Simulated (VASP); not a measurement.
# Te (P6_3/mmc) in VASP: further runs

Te is run at these levels: PBEsol; tasks: single point, relaxation of shape and atoms at fixed volume.

All numbers are computed with VASP 6.6.1; they aren't measurements. Logs are shortened: lines on timing, memory, paths and dates and some standing lists are left out, and cuts for length are marked.

## (1) The cell of the first run

The structure is hexagonal, space group P6_3/mmc (No. 194). Conventional cell: a = 3.939 Å, b = 3.939 Å, c = 4.390 Å, α = 90.00°, β = 90.00°, γ = 120.00°. Within 4.2 Å of Te (site symmetry -6m2) lie 12 Te at 3.16 to 3.94 Å.

## (2) Single point, PBEsol

File INCAR:

```
SYSTEM = Te
PREC = Accurate
ENCUT = 520
EDIFF = 1E-6
ISMEAR = -1
SIGMA = 0.08
LREAL = .FALSE.
LASPH = .TRUE.
NELM = 60
ALGO = Normal
ISIF = 2
LWAVE = .FALSE.
LCHARG = .FALSE.
GGA = PS
NBANDS = 13
```

File KPOINTS:

```
Automatic mesh
0
G
  14 14 8
  0 0 0
```

File POSCAR:

```
Te
1.0
    3.9388761561      0.0000000000      0.0000000000
   -1.9694380781      3.4111668136      0.0000000000
    0.0000000000      0.0000000000      4.3898418003
Te
2
Direct
    0.3333333333      0.6666666667      0.2500000000
    0.6666666667      0.3333333333      0.7500000000
```

Potentials or basis: VASP PAW PBE potentials, release 64 (Te).

The run is started by

```console
> cat potpaw_PBE.64/Te/POTCAR > POTCAR
> mpirun -np 1 vasp_std > vasp.out
```

OUTCAR:

```text
SYSTEM = Te
   PREC = Accurate
   ENCUT = 520
   EDIFF = 1E-6
   ISMEAR = -1
   LREAL = .FALSE.
   LASPH = .TRUE.
   NELM = 60
   ISIF = 2
   GGA = PS

 ion  position               nearest neighbor table
   1  0.333  0.667  0.250-   2 3.16   2 3.16   2 3.16   2 3.16   2 3.16   2 3.16
   2  0.667  0.333  0.750-   1 3.16   1 3.16   1 3.16   1 3.16   1 3.16   1 3.16

  LATTYP: Found a hexagonal cell.
 ALAT       =     3.9388761561
 C/A-ratio  =     1.1144909427

  Lattice vectors:

 A1 = (   3.9388761561,   0.0000000000,   0.0000000000)
 A2 = (  -1.9694380781,   3.4111668136,   0.0000000000)
 A3 = (   0.0000000000,   0.0000000000,   4.3898418003)

Analysis of symmetry for initial positions (statically):
=====================================================================
 Subroutine PRICEL returns:
 Original cell was already a primitive cell.

 Routine SETGRP: Setting up the symmetry group for a
 hexagonal supercell.

 Subroutine GETGRP returns: Found 24 space group operations
 (whereof 12 operations were pure point group operations)
 out of a pool of 24 trial point group operations.

The static configuration has the point symmetry D_3d.
 The point group associated with its full space group is D_6h.

Analysis of symmetry for dynamics (positions and initial velocities):
=====================================================================
 Subroutine PRICEL returns:
 Original cell was already a primitive cell.

 Routine SETGRP: Setting up the symmetry group for a
 hexagonal supercell.

 Subroutine GETGRP returns: Found 24 space group operations
 (whereof 12 operations were pure point group operations)
 out of a pool of 24 trial point group operations.

The dynamic configuration has the point symmetry D_3d.
 The point group associated with its full space group is D_6h.

 Subroutine INISYM returns: Found 24 space group operations
 (whereof 12 operations are pure point group operations),
 and found     1 'primitive' translations

----------------------------------------------------------------------------------------

                                     Primitive cell

  volume of cell :      58.9826

  direct lattice vectors                    reciprocal lattice vectors
     3.938876156  0.000000000  0.000000000     0.253879523  0.146577411  0.000000000
    -1.969438078  3.411166814  0.000000000     0.000000000  0.293154822  0.000000000
     0.000000000  0.000000000  4.389841800     0.000000000  0.000000000  0.227798642

  length of vectors
     3.938876156  3.938876156  4.389841800     0.293154822  0.293154822  0.227798642

  position of ions in fractional coordinates (direct lattice)
     0.333333333  0.666666667  0.250000000
     0.666666667  0.333333333  0.750000000

  ion indices of the primitive-cell ions
   primitive index   ion index
                 1           1
                 2           2

----------------------------------------------------------------------------------------

 KPOINTS: Automatic mesh

Automatic generation of k-mesh.
 Grid dimensions read from file:
 generate k-points for:   14   14    8

 Generating k-lattice:

  Cartesian coordinates                     Fractional coordinates (reciprocal lattice)
     0.018134252  0.010469815  0.000000000     0.071428571 -0.000000000  0.000000000
     0.000000000  0.020939630  0.000000000     0.000000000  0.071428571  0.000000000
     0.000000000  0.000000000  0.028474830     0.000000000  0.000000000  0.125000000

  Length of vectors
     0.020939630  0.020939630  0.028474830

  Shift w.r.t. Gamma in fractional coordinates (k-lattice)
     0.000000000  0.000000000  0.000000000

 Subroutine IBZKPT returns following result:
 ===========================================

 Found    120 irreducible k-points:

 Following reciprocal coordinates:
            Coordinates               Weight
  0.000000  0.000000  0.000000      1.000000
  0.071429  0.000000  0.000000      6.000000
  0.142857  0.000000  0.000000      6.000000
  0.214286  0.000000  0.000000      6.000000
  0.285714  0.000000  0.000000      6.000000
  0.357143  0.000000  0.000000      6.000000
[... 16 lines left out ...]
  0.285714  0.285714  0.000000      6.000000
  0.357143  0.285714  0.000000      6.000000
 [... further k-points ...]
   k-points           NKPTS =    120   k-points in BZ     NKDIM =    120   number of bands    NBANDS=     13
   number of dos      NEDOS =    301   number of ions     NIONS =      2
   total plane-waves  NPLWV =  32400
   dimension x,y,z NGX =    30 NGY =   30 NGZ =   36
   dimension x,y,z NGXF=    60 NGYF=   60 NGZF=   72
   ions per type =               2
   NGX,Y,Z   is equivalent  to a cutoff of  12.66, 12.66, 13.63 a.u.
   NGXF,Y,Z  is equivalent  to a cutoff of  25.32, 25.32, 27.27 a.u.
 SYSTEM =  Te
   PREC   = accura    normal or accurate (medium, high low for compatibility)
   ISTART =      0    job   : 0-new  1-cont  2-samecut
   ICHARG =      2    charge: 1-file 2-atom 10-const
   ISPIN  =      1    spin polarized calculation?
   LNONCOLLINEAR =      F non collinear calculations
   LSORBIT =      F    spin-orbit coupling
   LASPH  =      T    aspherical Exc in radial PAW
   ENCUT  =  520.0 eV  38.22 Ry    6.18 a.u.   7.32  7.32  8.16*2*pi/ulx,y,z
   NELM   =     60;   NELMIN=  2; NELMDL= -5     # of ELM steps
   EDIFF  = 0.1E-05   stopping-criterion for ELM
   LREAL  =      F    real-space projection
   EDIFFG = 0.1E-04   stopping-criterion for IOM
   NSW    =      0    number of steps for IOM
   IBRION =     -1    ionic relax: 0-MD 1-quasi-New 2-CG
   NFREE  =      0    steps in history (QN), initial steepest desc. (CG)
   ISIF   =      2    stress and relaxation
   ISYM   =      2    0-nonsym 1-usesym 2-fastsym
   POTIM  = 0.5000    time-step for ionic-motion
   TEBEG  =    0.0;   TEEND  =   0.0 temperature during run
   PSTRESS=    0.0 pullay stress
   NELECT =      12.0000    total number of electrons
   NUPDOWN=      -1.0000    fix difference up-down
   EMIN   =  10.00;   EMAX   =-10.00  energy-range for DOS
   EFERMI =   0.00;   METHOD = LEGACY
   ISMEAR =    -1;   SIGMA  =   0.08  broadening in eV -4-tet -1-fermi 0-gaus
   EFERMI_NEDOS =   21; number of points for ismear=-14 and -15
   IALGO  =     38    algorithm
   IMIX   =      4    mixing-type and parameters
     AMIX     =   0.40;   BMIX     =  1.00
     AMIX_MAG =   1.60;   BMIX_MAG =  1.00
  volume/ion in A,a.u.               =      29.49       199.02
  Fermi-wavevector in a.u.,A,eV,Ry     =   0.962854  1.819531 12.613801  0.927088
  Thomas-Fermi vector in A             =   2.092349
   LORBIT       =      0    0 simple, 1 ext, 2 COOP (PROOUT), +10 PAW based schemes
   GGA     = PS    functional components
   LHFCALC =     F    Hartree Fock is set to
   AEXX    =    0.0000 exact exchange contribution
   IVDW    =     0    specifies the selected vdW correction
   LEPSILON=     F    determine dielectric tensor
   LRPA    =     F    only Hartree local field effects (RPA)
 non-spin polarized calculation
  energy-cutoff  :      520.00
  volume of cell :       58.98
 maximum number of plane-waves:      1624
 NGX is ok and might be reduce to    30
   NGX = 15   NGY = 15   NGZ = 17

 number of electron      12.0000001 magnetization

 Free energy of the ion-electron system (eV)
  ---------------------------------------------------
  ext. energy  EPLUGINS =         0.00000000
  ---------------------------------------------------
  free energy    TOTEN  =        -6.80300183 eV

  energy without entropy =       -6.77884527  energy(sigma->0) =       -6.79092355

 E-fermi :   7.4598     XC(G=0):  -9.9407

 val. band max:        7.4517930693   @ k =   0.2143   0.0000   0.0000
 cond. band min:       7.4685083508   @ k =   0.2857   0.1429   0.0000
 fundamental gap:      0.0167152815
 Fermi energy:         7.4598037578

 k-point     1 :       0.0000    0.0000    0.0000
  band No.  band energies     occupation
      1      -6.6573      2.00000
      2      -1.1923      2.00000
      3       2.4946      2.00000
      4       5.7172      2.00000
      5       5.7172      2.00000
      6       8.4981      0.00000
      7       8.4981      0.00000
      8      10.4909      0.00000
      9      11.0982      0.00000
     10      13.3762      0.00000
     11      15.4047      0.00000
     12      15.4047      0.00000
     13      16.7305      0.00000

 k-point     2 :       0.0714    0.0000    0.0000
  band No.  band energies     occupation
      1      -6.6032      2.00000
      2      -1.2332      2.00000
      3       2.5545      2.00000
      4       5.4611      2.00000
      5       5.5817      2.00000
      6       8.3405      0.00003
      7       8.6395      0.00000
      8      10.7679      0.00000
      9      10.8551      0.00000
     10      13.5959      0.00000
     11      15.1744      0.00000
     12      15.3761      0.00000
     13      16.5518      0.00000

 k-point     3 :       0.1429    0.0000    0.0000
  band No.  band energies     occupation
      1      -6.4423      2.00000
      2      -1.3675      2.00000
      3       2.7326      2.00000
      4       4.8975      2.00000
      5       5.2626      2.00000
      6       7.9353      0.00523
      7       8.9587      0.00000
      8      10.2307      0.00000
      9      11.4271      0.00000
     10      13.5491      0.00000
     11      15.3951      0.00000
     12      15.5215      0.00000
     13      16.1816      0.00000
[... 305 lines left out ...]
 k-point    23 :       0.2857    0.2857    0.0000
  band No.  band energies     occupation
      1      -4.4484      2.00000
      2      -3.4140      2.00000
      3       2.1586      2.00000
      4       4.9903      2.00000
      5       5.2834      2.00000
      6       6.2973      2.00000
      7       6.4134      2.00000
      8       8.3630      0.00002
      9      12.4485      0.00000
     10      13.3484      0.00000
     11      13.7500      0.00000
     12      16.4581      0.00000
     13      19.8775      0.00000

 k-point    24 :       0.3571    0.2857    0.0000
  band No.  band energies     occupation
      1      -4.1467      2.00000
      2      -3.7121      2.00000
      3       2.0282      2.00000
      4       5.3516      2.00000
      5       5.6056      2.00000
      6       5.9077      2.00000
      7       6.1043      2.00000
      8       8.2662      0.00008
      9      12.3111      0.00000
     10      13.4315      0.00000
     11      14.8491      0.00000
     12      15.0833      0.00000
     13      20.0539      0.00000

 [... further k-points ...]
[... 5 lines left out ...]
  --------------------------------------------------------------------------------------
  -------------------------------------------------------------------------------------
  Total        0.0104335      0.0104335      0.0199937     -0.0000000      0.0000000      0.0000000
  in kB        0.2834101      0.2834101      0.5431006     -0.0000000      0.0000000      0.0000000
  external PRESSURE =       0.3699736 kB  Pullay stress =       0.0000000 kB

 VOLUME and BASIS-vectors are now :
 -----------------------------------------------------------------------------
  energy-cutoff  :      520.00
  volume of cell :       58.98
      direct lattice vectors                 reciprocal lattice vectors
     3.938876156  0.000000000  0.000000000     0.253879523  0.146577411  0.000000000
    -1.969438078  3.411166814  0.000000000     0.000000000  0.293154822  0.000000000
     0.000000000  0.000000000  4.389841800     0.000000000  0.000000000  0.227798642

 POSITION                                       TOTAL-FORCE (eV/Angst)
 -----------------------------------------------------------------------------------
     -0.00000      2.27411      1.09746        -0.000000      0.000000      0.000000
      1.96944      1.13706      3.29238         0.000000      0.000000      0.000000
 -----------------------------------------------------------------------------------
    total drift:                               -0.000000      0.000000      0.000000

  FREE ENERGIE OF THE ION-ELECTRON SYSTEM (eV)
  ---------------------------------------------------
  free  energy   TOTEN  =        -6.8030018299 eV

  energy  without entropy=       -6.7788452670  energy(sigma->0) =       -6.79092355
```

Run time: 42 s. Hardware: 1 thread of Intel Xeon Platinum 8375C at 2.90GHz (Ice Lake), shared host; peak memory 0.22 GiB.

What came out:

- Free energy: -6.8030 eV
- Pressure: 0.0 GPa
- Band gap on the k mesh: zero (band 6 reaches 8.50 eV, above the bottom of band 7 at 6.10 eV)

Levels at points of the mesh, in eV from the Fermi level:
| k point | band 4 | band 5 | band 6 | band 7 | band 8 | band 9 |
| --- | --- | --- | --- | --- | --- | --- |
| (0.00, 0.00, 0.00) | -1.74 | -1.74 | 1.04 | 1.04 | 3.03 | 3.64 |
| (0.50, 0.00, 0.00) | -3.37 | -2.89 | -1.13 | -0.81 | 2.22 | 2.76 |
| (0.00, 0.00, 0.50) | -0.49 | -0.31 | -0.31 | -0.31 | -0.31 | 6.50 |
| (0.50, 0.00, 0.50) | -5.86 | -1.43 | -1.43 | 0.99 | 0.99 | 7.13 |

Caveat: the PAW data sets were made with another functional, which shifts forces and pressure a little; spin-orbit coupling is left out, which moves the levels of the heavy elements.

## (3) Relaxation of shape and atoms at fixed volume, PBEsol

This run uses another cell than the first one, of 13.27 Å³/atom, 0.450 times its volume.

File INCAR:

```
SYSTEM = Te
ALGO = Normal
EDIFF = 1E-6
EDIFFG = -0.005
ENCUT = 600
GGA = PS
IBRION = 2
ISIF = 4
ISMEAR = -1
LASPH = .TRUE.
LCHARG = .FALSE.
LREAL = .FALSE.
LWAVE = .FALSE.
NELM = 100
NSW = 50
PREC = Accurate
SIGMA = 0.08
```

File KPOINTS:

```
k-points
0
G
  14 14 8
  0 0 0
```

File POSCAR:

```
Te
1.0
    3.0183979515      0.0000000000      0.0000000000
   -1.5091989758      2.6140093047      0.0000000000
    0.0000000000      0.0000000000      3.3639771783
Te
2
Direct
    0.3333333333      0.6666666667      0.2500000000
    0.6666666667      0.3333333333      0.7500000000
```

Potentials or basis: VASP PAW PBE potentials, release 64 (Te).

The run is started by

```console
> cat potpaw_PBE.64/Te/POTCAR > POTCAR
> mpirun -np 1 vasp_std > vasp.out
```

It took 68 s on 1 thread of Intel Xeon Platinum 8375C at 2.90GHz (Ice Lake), shared host; peak memory 0.17 GiB.

It converged, with:

```yaml
Free_energy: 3.9413 eV
Energy_gained_by_relaxing: 1609.9 meV/atom
Ionic_steps: 7
Pressure_after_relaxing: 237.8 GPa
Band_gap_on_the_k_mesh: zero (band 6 reaches 29.68 eV, above the bottom of band 7 at 18.66 eV)
```

The path:
```tsv
step	energy change (eV)	largest force (eV/Å)	pressure (GPa)	volume (Å³)
1	0.0000	0.0000	285.27	26.54
2	-2.8531	0.0000	241.54	26.54
3	-3.2151	0.0000	237.55	26.54
4	-3.2142	0.0000	238.25	26.54
5	-3.2198	0.0000	237.79	26.54
6	-3.2197	0.0000	237.83	26.54
7	-3.2198	0.0000	237.80	26.54
```

Final structure:
```
Te
1.0
     2.68399    0.00000    0.00000
    -1.34199    2.32440    0.00000
     0.00000    0.00000    4.25447
Te
2
Direct
  0.33333 0.66667 0.25000
  0.66667 0.33333 0.75000
```

Levels at points of the mesh, in eV from the Fermi level:
```
           k point  band 3  band 4  band 5  band 6  band 7  band 8  band 9  band 10
(0.00, 0.00, 0.00)  -13.87    3.94    3.94    6.91    6.94    6.94    7.87     9.33
(0.50, 0.00, 0.00)   -7.42   -7.37   -6.94   -4.12   -2.82    2.55    4.79     6.41
(0.00, 0.00, 0.50)   -2.76   -2.76    5.79    5.79    5.79    5.79    7.17     7.17
(0.50, 0.00, 0.50)  -12.73  -12.73   -0.17   -0.17    1.88    1.88    3.90     3.90
```

Caveat: the PAW data sets were made with another functional, which shifts forces and pressure a little; spin-orbit coupling is left out, which moves the levels of the heavy elements.

(Continued in part 2 of 2.)
